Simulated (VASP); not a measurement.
Input of a VASP 6.6.1 run:

INCAR

```
SYSTEM = Si2W
ALGO = Normal
EDIFF = 1E-6
ENCUT = 520
GGA = PE
ISIF = 2
ISMEAR = 0
LASPH = .True.
LCHARG = .False.
LREAL = .False.
LWAVE = .False.
NBANDS = 43
NELM = 60
PREC = Accurate
SIGMA = 0.03
```

Contents of KPOINTS:

```
k-points
0
Gamma
  9 9 6
  0 0 0
```

Contents of POSCAR:

```
Si2W
1.0
    4.6646658316      0.0000000000      0.0000000000
   -2.3323329158      4.0397191103      0.0000000000
    0.0000000000      0.0000000000      6.5044100356
Si W
6 3
Direct
    0.8238313095      0.6476626189      0.5000000000
    0.1761686905      0.8238313095      0.8333333333
    0.6476626189      0.8238313095      0.1666666667
    0.1761686905      0.3523373811      0.5000000000
    0.8238313095      0.1761686905      0.8333333333
    0.3523373811      0.1761686905      0.1666666667
    0.0000000000      0.5000000000      0.1666666667
    0.5000000000      0.5000000000      0.8333333333
    0.5000000000      0.0000000000      0.5000000000
```

Potentials or basis: VASP PAW PBE potentials, release 64 (Si, W_sv).

Command:

```sh
$ cat potpaw_PBE.64/Si/POTCAR potpaw_PBE.64/W_sv/POTCAR > POTCAR
$ mpirun -np 1 vasp_std > vasp.out
```

**Question.** Predict the band gap on the k mesh.

**Answer.** 0.22 eV (least direct gap 0.53 eV).

**Question.** Estimate the largest force.

**Answer.** 1.499 eV/Å.

Stress tensor (GPa, compression positive):
```
-0.32  0.00  0.00
 0.00 -0.32  0.00
 0.00  0.00  9.15
```

Caveat: the stress differs along the axes, from -0 to 9 GPa; spin-orbit coupling is left out, which moves the levels of the heavy elements; forces of over 1 eV/Å act on the atoms, so gaps and moduli don't describe the material at rest. A k mesh can miss the band edges.
